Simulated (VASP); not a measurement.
# Sb (Im-3m) in VASP: notebook

The runs below take Sb through relaxation of cell and atoms, with r2SCAN.

Everything below comes from runs of VASP 6.6.1. Logs are shortened: lines on timing, memory, paths and dates and some standing lists are left out, and cuts for length are marked.

**1. The cell of the first run**

It takes space group Im-3m (No. 229, cubic). The conventional cell has a = 3.450 Å, b = 3.450 Å, c = 3.450 Å, α = 90.00°, β = 90.00°, γ = 90.00°. Sb (site symmetry m-3m) has 14 Sb at 2.99 to 3.45 Å within 3.9 Å.

This isn't the form of Sb at room conditions, which is rhombohedral.

**2. Relaxation of cell and atoms, r2SCAN**

File POSCAR:

```
Sb
1.0
   -1.7250000000      1.7250000000      1.7250000000
    1.7250000000     -1.7250000000      1.7250000000
    1.7250000000      1.7250000000     -1.7250000000
Sb
1
Direct
    0.0000000000      0.0000000000      0.0000000000
```

File INCAR.step1:

```
ALGO = Normal
EDIFF = 1E-4
ENCUT = 600
GGA = PE
ISMEAR = 0
LASPH = True
LCHARG = False
LREAL = False
LWAVE = True
NELM = 100
PREC = Accurate
SIGMA = 0.1
```

File INCAR.step2:

```
ALGO = Normal
EDIFF = 1E-6
EDIFFG = -0.02
ENCUT = 600
IBRION = 2
ISIF = 3
ISMEAR = 0
ISTART = 1
LASPH = True
LCHARG = False
LMIXTAU = True
LREAL = False
LWAVE = False
METAGGA = R2SCAN
NELM = 100
NSW = 80
PREC = Accurate
SIGMA = 0.1
```

File KPOINTS:

```
k-points
0
Gamma
  18 18 18
```

Potentials or basis: VASP PAW PBE potentials, release 64 (Sb).

Run with:

```
$ cat potpaw_PBE.64/Sb/POTCAR > POTCAR
$ cp INCAR.step1 INCAR
$ mpirun -np 1 vasp_std > vasp.out
$ cp INCAR.step2 INCAR
$ mpirun -np 1 vasp_std > vasp.out
```

OUTCAR:

```text
EDIFF = 1E-6
   EDIFFG = -0.02
   ENCUT = 600
   IBRION = 2
   ISIF = 3
   ISMEAR = 0
   ISTART = 1
   LASPH = True
   LREAL = False
   METAGGA = R2SCAN
   NELM = 100
   NSW = 80
   PREC = Accurate

 ion  position               nearest neighbor table
   1  0.000  0.000  0.000-

  LATTYP: Found a body centered cubic cell.
 ALAT       =     3.4500000000

  Lattice vectors:

 A1 = (  -1.7250000000,   1.7250000000,   1.7250000000)
 A2 = (   1.7250000000,  -1.7250000000,   1.7250000000)
 A3 = (   1.7250000000,   1.7250000000,  -1.7250000000)

Analysis of symmetry for initial positions (statically):
=====================================================================
 Subroutine PRICEL returns:
 Original cell was already a primitive cell.

 Routine SETGRP: Setting up the symmetry group for a
 body centered cubic supercell.

 Subroutine GETGRP returns: Found 48 space group operations
 (whereof 48 operations were pure point group operations)
 out of a pool of 48 trial point group operations.

The static configuration has the point symmetry O_h .

Analysis of symmetry for dynamics (positions and initial velocities):
=====================================================================
 Subroutine PRICEL returns:
 Original cell was already a primitive cell.

 Routine SETGRP: Setting up the symmetry group for a
 body centered cubic supercell.

 Subroutine GETGRP returns: Found 48 space group operations
 (whereof 48 operations were pure point group operations)
 out of a pool of 48 trial point group operations.

The dynamic configuration has the point symmetry O_h .

 Subroutine INISYM returns: Found 48 space group operations
 (whereof 48 operations are pure point group operations),
 and found     1 'primitive' translations

----------------------------------------------------------------------------------------

                                     Primitive cell

  volume of cell :      20.5318

  direct lattice vectors                    reciprocal lattice vectors
    -1.725000000  1.725000000  1.725000000     0.000000000  0.289855072  0.289855072
     1.725000000 -1.725000000  1.725000000     0.289855072  0.000000000  0.289855072
     1.725000000  1.725000000 -1.725000000     0.289855072  0.289855072  0.000000000

  length of vectors
     2.987787643  2.987787643  2.987787643     0.409916975  0.409916975  0.409916975

  position of ions in fractional coordinates (direct lattice)
     0.000000000  0.000000000  0.000000000

  ion indices of the primitive-cell ions
   primitive index   ion index
                 1           1

----------------------------------------------------------------------------------------

 KPOINTS: k-points

Automatic generation of k-mesh.
 Grid dimensions read from file:
 generate k-points for:   18   18   18

 Generating k-lattice:

  Cartesian coordinates                     Fractional coordinates (reciprocal lattice)
     0.000000000  0.016103060  0.016103060     0.055555556  0.000000000  0.000000000
     0.016103060  0.000000000  0.016103060     0.000000000  0.055555556  0.000000000
     0.016103060  0.016103060  0.000000000     0.000000000  0.000000000  0.055555556

  Length of vectors
     0.022773165  0.022773165  0.022773165

  Shift w.r.t. Gamma in fractional coordinates (k-lattice)
     0.000000000  0.000000000  0.000000000

 Subroutine IBZKPT returns following result:
 ===========================================

 Found    195 irreducible k-points:

 Following reciprocal coordinates:
            Coordinates               Weight
  0.000000  0.000000  0.000000      1.000000
  0.055556  0.000000  0.000000     12.000000
  0.111111  0.000000  0.000000     12.000000
  0.166667  0.000000  0.000000     12.000000
  0.222222  0.000000  0.000000     12.000000
  0.277778  0.000000  0.000000     12.000000
[... 16 lines left out ...]
  0.333333  0.111111 -0.000000     48.000000
  0.388889  0.111111  0.000000     48.000000
 [... further k-points ...]
   k-points           NKPTS =    195   k-points in BZ     NKDIM =    195   number of bands    NBANDS=      6
   number of dos      NEDOS =    301   number of ions     NIONS =      1
   total plane-waves  NPLWV =  13824
   dimension x,y,z NGX =    24 NGY =   24 NGZ =   24
   dimension x,y,z NGXF=    48 NGYF=   48 NGZF=   48
   ions per type =               1
   NGX,Y,Z   is equivalent  to a cutoff of  13.35, 13.35, 13.35 a.u.
   NGXF,Y,Z  is equivalent  to a cutoff of  26.71, 26.71, 26.71 a.u.
 SYSTEM =  unknown system
   PREC   = accura    normal or accurate (medium, high low for compatibility)
   ISTART =      1    job   : 0-new  1-cont  2-samecut
   ICHARG =      0    charge: 1-file 2-atom 10-const
   ISPIN  =      1    spin polarized calculation?
   LNONCOLLINEAR =      F non collinear calculations
   LSORBIT =      F    spin-orbit coupling
   LASPH  =      T    aspherical Exc in radial PAW
   ENCUT  =  600.0 eV  44.10 Ry    6.64 a.u.   5.97  5.97  5.97*2*pi/ulx,y,z
   NELM   =    100;   NELMIN=  2; NELMDL=  0     # of ELM steps
   EDIFF  = 0.1E-05   stopping-criterion for ELM
   LREAL  =      F    real-space projection
   EDIFFG = -.2E-01   stopping-criterion for IOM
   NSW    =     80    number of steps for IOM
   IBRION =      2    ionic relax: 0-MD 1-quasi-New 2-CG
   NFREE  =      1    steps in history (QN), initial steepest desc. (CG)
   ISIF   =      3    stress and relaxation
   ISYM   =      2    0-nonsym 1-usesym 2-fastsym
   POTIM  = 0.5000    time-step for ionic-motion
   TEBEG  =    0.0;   TEEND  =   0.0 temperature during run
   PSTRESS=    0.0 pullay stress
   NELECT =       5.0000    total number of electrons
   NUPDOWN=      -1.0000    fix difference up-down
   EMIN   =  10.00;   EMAX   =-10.00  energy-range for DOS
   EFERMI =   0.00;   METHOD = LEGACY
   ISMEAR =     0;   SIGMA  =   0.10  broadening in eV -4-tet -1-fermi 0-gaus
   EFERMI_NEDOS =   21; number of points for ismear=-14 and -15
   IALGO  =     38    algorithm
   IMIX   =      4    mixing-type and parameters
     AMIX     =   0.40;   BMIX     =  1.00
     AMIX_MAG =   1.60;   BMIX_MAG =  1.00
  volume/ion in A,a.u.               =      20.53       138.56
  Fermi-wavevector in a.u.,A,eV,Ry     =   1.022325  1.931915 14.220113  1.045149
  Thomas-Fermi vector in A             =   2.155998
   LORBIT       =      0    0 simple, 1 ext, 2 COOP (PROOUT), +10 PAW based schemes
   METAGGA = R2SCAN    functional components
   LHFCALC =     F    Hartree Fock is set to
   AEXX    =    0.0000 exact exchange contribution
   IVDW    =     0    specifies the selected vdW correction
   LEPSILON=     F    determine dielectric tensor
   LRPA    =     F    only Hartree local field effects (RPA)
 conjugate gradient relaxation of ions
 non-spin polarized calculation
 Gauss-broadening in eV      SIGMA  =   0.10
  energy-cutoff  :      600.00
  volume of cell :       20.53
 maximum number of plane-waves:       712
   NGX = 11   NGY = 11   NGZ = 11

--------------------------------------- Ionic step        1  -------------------------------------------

 number of electron       5.0000000 magnetization

 Free energy of the ion-electron system (eV)
  ---------------------------------------------------
  ext. energy  EPLUGINS =         0.00000000
  ---------------------------------------------------
  free energy    TOTEN  =       -24.85340686 eV

  energy without entropy =      -24.85038953  energy(sigma->0) =      -24.85189819

 E-fermi :  12.5230     XC(G=0): -12.1334

 val. band max:       12.5017282450   @ k =   0.3889   0.1111   0.0556
 cond. band min:      12.5357687716   @ k =   0.2222   0.2222   0.1111
 fundamental gap:      0.0340405266
 Fermi energy:        12.5230108976

 k-point     1 :       0.0000    0.0000    0.0000
  band No.  band energies     occupation
      1      -3.6218      2.00000
      2      20.8574      0.00000
      3      20.8574      0.00000
      4      20.8574      0.00000
      5      24.5454      0.00000
      6      24.5454      0.00000
[... 530 lines left out ...]
  FREE ENERGIE OF THE ION-ELECTRON SYSTEM (eV)
  ---------------------------------------------------
  free  energy   TOTEN  =       -25.3496750085 eV

  energy  without entropy=      -25.3474054079  energy(sigma->0) =      -25.34854021

[... ionic steps 4 to 15 ...]

--------------------------------------- Ionic step       16  -------------------------------------------

 number of electron       5.0000000 magnetization

------------------------ aborting loop because EDIFF is reached ----------------------------------------

  FORCE on cell =-STRESS in cart. coord.  units (eV):
  Direction    XX          YY          ZZ          XY          YZ          ZX
  --------------------------------------------------------------------------------------
  -------------------------------------------------------------------------------------
  Total        0.0277741      0.0277741      0.0277741     -0.0000000     -0.0000000     -0.0000000
  in kB        1.6584266      1.6584266      1.6584266     -0.0000000     -0.0000000     -0.0000000
  external PRESSURE =       1.6584266 kB  Pullay stress =       0.0000000 kB
[... 55 lines left out ...]
  energy  without entropy=      -25.3478032784  energy(sigma->0) =      -25.34891001

--------------------------------------- Ionic step       18  -------------------------------------------

 number of electron       5.0000000 magnetization

 Free energy of the ion-electron system (eV)
  ---------------------------------------------------
  ext. energy  EPLUGINS =         0.00000000
  ---------------------------------------------------
  free energy    TOTEN  =       -25.35002836 eV

  energy without entropy =      -25.34781182  energy(sigma->0) =      -25.34892009

 E-fermi :   8.4049     XC(G=0): -10.7880

 val. band max:        8.3674767307   @ k =   0.2778   0.2778   0.1111
 cond. band min:       8.4251671650   @ k =   0.3889   0.1111   0.0556
 fundamental gap:      0.0576904343
 Fermi energy:         8.4048895757

 k-point     1 :       0.0000    0.0000    0.0000
  band No.  band energies     occupation
      1      -5.0609      2.00000
      2      14.2131      0.00000
      3      14.2131      0.00000
      4      14.2131      0.00000
      5      19.3828      0.00000
      6      19.3828      0.00000
[... 235 lines left out ...]
  FREE ENERGIE OF THE ION-ELECTRON SYSTEM (eV)
  ---------------------------------------------------
  free  energy   TOTEN  =       -25.3500283606 eV

  energy  without entropy=      -25.3478118199  energy(sigma->0) =      -25.34892009

 reached required accuracy - stopping structural energy minimisation
```

It took 3.1 min on 1 thread of Intel Xeon 6975P-C (Granite Rapids), shared host; peak memory 0.16 GiB.

What came out:

```
Free energy                           : -25.3500 eV
Relaxed volume                        : 26.86 Å³/atom
Relaxed cell                          : a = 3.268 Å, b = 3.268 Å, c = 3.268 Å, α = 109.47°, β = 109.47°, γ = 109.47°
Space group after relaxing (to 0.1 Å) : Im-3m (No. 229)
Energy gained by relaxing             : 496.6 meV/atom
Ionic steps                           : 18
Pressure after relaxing               : 0.1 GPa
Band gap on the k mesh                : zero (an odd number of electrons rules out a gap without spin polarisation)
```

The path:
```csv
step,energy change (eV),largest force (eV/Å),pressure (GPa),volume (Å³)
1,0.0000,0.0000,31.94,20.53
2,-0.1828,0.0000,-9.26,35.26
3,-0.4963,0.0000,-0.53,27.11
4,-0.4966,0.0000,-0.15,26.96
5,-0.4966,0.0000,0.19,26.82
6,-0.4966,0.0000,0.18,26.82
7,-0.4966,0.0000,0.18,26.82
8,-0.4966,0.0000,0.18,26.82
9,-0.4966,0.0000,0.18,26.82
10,-0.4966,0.0000,0.18,26.82
11,-0.4966,0.0000,0.18,26.82
12,-0.4966,0.0000,0.18,26.82
13,-0.4966,0.0000,0.18,26.82
14,-0.4966,0.0000,0.17,26.83
15,-0.4966,0.0000,0.17,26.83
16,-0.4966,0.0000,0.17,26.83
17,-0.4966,0.0000,0.15,26.84
18,-0.4966,0.0000,0.08,26.86
```

Final structure:
```
Sb
1.0
    -1.88660    1.88660    1.88660
     1.88660   -1.88660    1.88660
     1.88660    1.88660   -1.88660
Sb
1
Direct
  0.00000 0.00000 0.00000
```

Caveat: the volume moved by over 15 % at a fixed basis, so the end points are rough; the PAW data sets were made with another functional, which shifts forces and pressure a little; spin-orbit coupling is left out, which moves the levels of the heavy elements. Zero-point motion and thermal expansion aren't in these numbers.

**3. Relaxation of cell and atoms, r2SCAN, target pressure 5 GPa, at which the enthalpy is minimised**

POSCAR is that of step 2.

File INCAR.step1:

```
PREC = Accurate ; ENCUT = 600
ISMEAR = 0 ; SIGMA = 0.1
LREAL = F ; LASPH = T
NELM = 100 ; GGA = PE
ALGO = Normal ; EDIFF = 1E-4
LWAVE = T ; LCHARG = F
```

File INCAR.step2:

```
PREC = Accurate ; ENCUT = 600
EDIFF = 1E-6 ; ISMEAR = 0
SIGMA = 0.1 ; LREAL = F
LASPH = T ; NELM = 100
ALGO = Normal ; ISIF = 3
LWAVE = F ; LCHARG = F
METAGGA = R2SCAN ; LMIXTAU = T
IBRION = 2 ; NSW = 80
EDIFFG = -0.02 ; PSTRESS = 50.0
ISTART = 1
```

File KPOINTS:

```
Automatic mesh
0
Gamma
  18 18 18
```

Potentials or basis: VASP PAW PBE potentials, release 64 (Sb).

Run with:

```
$ cat potpaw_PBE.64/Sb/POTCAR > POTCAR
$ cp INCAR.step1 INCAR
$ mpirun -np 1 vasp_std > vasp.out
$ cp INCAR.step2 INCAR
$ mpirun -np 1 vasp_std > vasp.out
```

It took 2.9 min on 1 thread of Intel Xeon 6975P-C (Granite Rapids), shared host; peak memory 0.17 GiB.

It converged, with:

| Item | Value |
| --- | --- |
| Free energy | -25.3237 eV |
| Relaxed volume | 25.14 Å³/atom |
| Relaxed cell | a = 3.196 Å, b = 3.196 Å, c = 3.196 Å, α = 109.47°, β = 109.47°, γ = 109.47° |
| Space group after relaxing (to 0.1 Å) | Im-3m (No. 229) |
| Energy change on relaxing (the run minimises the enthalpy) | -470.3 meV/atom |
| Ionic steps | 17 |
| Pressure after relaxing | 5.1 GPa |
| Band gap on the k mesh | zero (an odd number of electrons rules out a gap without spin polarisation) |

The path:
```tsv
step	energy change (eV)	largest force (eV/Å)	pressure (GPa)	volume (Å³)
1	0.0000	0.0000	31.94	20.53
2	-0.3264	0.0000	-7.88	32.60
3	-0.4783	0.0000	4.18	25.42
4	-0.4730	0.0000	4.82	25.23
5	-0.4699	0.0000	5.16	25.13
6	-0.4699	0.0000	5.15	25.13
7	-0.4699	0.0000	5.15	25.13
8	-0.4699	0.0000	5.14	25.13
9	-0.4699	0.0000	5.14	25.13
10	-0.4699	0.0000	5.14	25.13
11	-0.4699	0.0000	5.14	25.13
12	-0.4699	0.0000	5.14	25.13
13	-0.4699	0.0000	5.14	25.13
14	-0.4700	0.0000	5.14	25.13
15	-0.4700	0.0000	5.14	25.13
16	-0.4701	0.0000	5.13	25.13
17	-0.4703	0.0000	5.12	25.14
```

Final structure:
```
Sb
1.0
    -1.84543    1.84543    1.84543
     1.84543   -1.84543    1.84543
     1.84543    1.84543   -1.84543
Sb
1
Direct
  0.00000 0.00000 0.00000
```

Levels at points of the mesh, in eV from the Fermi level:
```csv
k point,band 1,band 2,band 3,band 4,band 5,band 6
"(0.00, 0.00, 0.00)",-14.03,6.39,6.39,6.39,11.25,11.25
"(0.50, 0.00, 0.00)",-9.27,-6.33,1.88,4.30,7.27,7.35
"(0.50, 0.50, 0.50)",-5.23,-2.35,-2.35,-2.35,3.21,3.21
```

Caveat: the cell is relaxed towards a set pressure, so the run minimises the enthalpy, not the energy; the volume moved by over 15 % at a fixed basis, so the end points are rough; the PAW data sets were made with another functional, which shifts forces and pressure a little; spin-orbit coupling is left out, which moves the levels of the heavy elements. Zero-point motion and thermal expansion aren't in these numbers.

**4. Relaxation of cell and atoms, r2SCAN, target pressure 10 GPa, at which the enthalpy is minimised**

POSCAR is that of step 3.

File INCAR.step1:

```
  ALGO = Normal
  EDIFF = 1E-4
  ENCUT = 600
  GGA = PE
  ISMEAR = 0
  LASPH = True
  LCHARG = False
  LREAL = False
  LWAVE = True
  NELM = 80
  PREC = Accurate
  SIGMA = 0.1
```

File INCAR.step2:

```
  ALGO = Normal
  EDIFF = 1E-6
  EDIFFG = -0.02
  ENCUT = 600
  IBRION = 2
  ISIF = 3
  ISMEAR = 0
  ISTART = 1
  LASPH = True
  LCHARG = False
  LMIXTAU = True
  LREAL = False
  LWAVE = False
  METAGGA = R2SCAN
  NELM = 80
  NSW = 80
  PREC = Accurate
  PSTRESS = 100.0
  SIGMA = 0.1
```

File KPOINTS:

```
k-points
0
Gamma
  18 18 18
```

Run with:

```
$ cat potpaw_PBE.64/Sb/POTCAR > POTCAR
$ cp INCAR.step1 INCAR
$ mpirun -np 1 vasp_std > vasp.out
$ cp INCAR.step2 INCAR
$ mpirun -np 1 vasp_std > vasp.out
```

It took 2.8 min on 1 thread of Intel Xeon 6975P-C (Granite Rapids), shared host; peak memory 0.17 GiB.

The run converged. Its results:

- Free energy: -25.2639 eV
- Relaxed volume: 23.86 Å³/atom
- Relaxed cell: a = 3.141 Å, b = 3.141 Å, c = 3.141 Å, α = 109.47°, β = 109.47°, γ = 109.47°
- Space group after relaxing (to 0.1 Å): Im-3m (No. 229)
- Energy change on relaxing (the run minimises the enthalpy): -410.4 meV/atom
- Ionic steps: 16
- Pressure after relaxing: 10.1 GPa
- Band gap on the k mesh: zero (an odd number of electrons rules out a gap without spin polarisation)

Step by step:
| step | energy change (eV) | largest force (eV/Å) | pressure (GPa) | volume (Å³) |
| --- | --- | --- | --- | --- |
| 1 | 0.0000 | 0.0000 | 31.94 | 20.53 |
| 2 | -0.4345 | 0.0000 | -5.56 | 30.07 |
| 3 | -0.4248 | 0.0000 | 9.06 | 24.10 |
| 4 | -0.4143 | 0.0000 | 9.85 | 23.92 |
| 5 | -0.4098 | 0.0000 | 10.16 | 23.85 |
| 6 | -0.4099 | 0.0000 | 10.16 | 23.85 |
| 7 | -0.4100 | 0.0000 | 10.15 | 23.85 |
| 8 | -0.4100 | 0.0000 | 10.15 | 23.85 |
| 9 | -0.4100 | 0.0000 | 10.15 | 23.85 |
| 10 | -0.4100 | 0.0000 | 10.15 | 23.85 |
| 11 | -0.4100 | 0.0000 | 10.15 | 23.85 |
| 12 | -0.4100 | 0.0000 | 10.15 | 23.85 |
| 13 | -0.4100 | 0.0000 | 10.14 | 23.85 |
| 14 | -0.4101 | 0.0000 | 10.14 | 23.85 |
| 15 | -0.4102 | 0.0000 | 10.14 | 23.86 |
| 16 | -0.4104 | 0.0000 | 10.12 | 23.86 |

Final structure:
```xyz
1
Lattice="-1.8136 1.8136 1.8136 1.8136 -1.8136 1.8136 1.8136 1.8136 -1.8136" Properties=species:S:1:pos:R:3 pbc="T T T"
Sb    1.8136    1.8136    1.8136
```

Levels at points of the mesh, in eV from the Fermi level:
| k point | band 1 | band 2 | band 3 | band 4 | band 5 | band 6 |
| --- | --- | --- | --- | --- | --- | --- |
| (0.00, 0.00, 0.00) | -14.52 | 6.86 | 6.86 | 6.86 | 11.45 | 11.45 |
| (0.50, 0.00, 0.00) | -9.39 | -6.72 | 2.00 | 4.47 | 7.40 | 7.46 |
| (0.50, 0.50, 0.50) | -4.95 | -2.50 | -2.50 | -2.50 | 3.06 | 3.06 |

Caveat: the cell is relaxed towards a set pressure, so the run minimises the enthalpy, not the energy; the volume moved by over 15 % at a fixed basis, so the end points are rough; the PAW data sets were made with another functional, which shifts forces and pressure a little; spin-orbit coupling is left out, which moves the levels of the heavy elements. Zero-point motion and thermal expansion aren't in these numbers.

[end of part 1 of 2]

The gap in the log of VASP goes by the Fermi energy; the results here count the filled bands.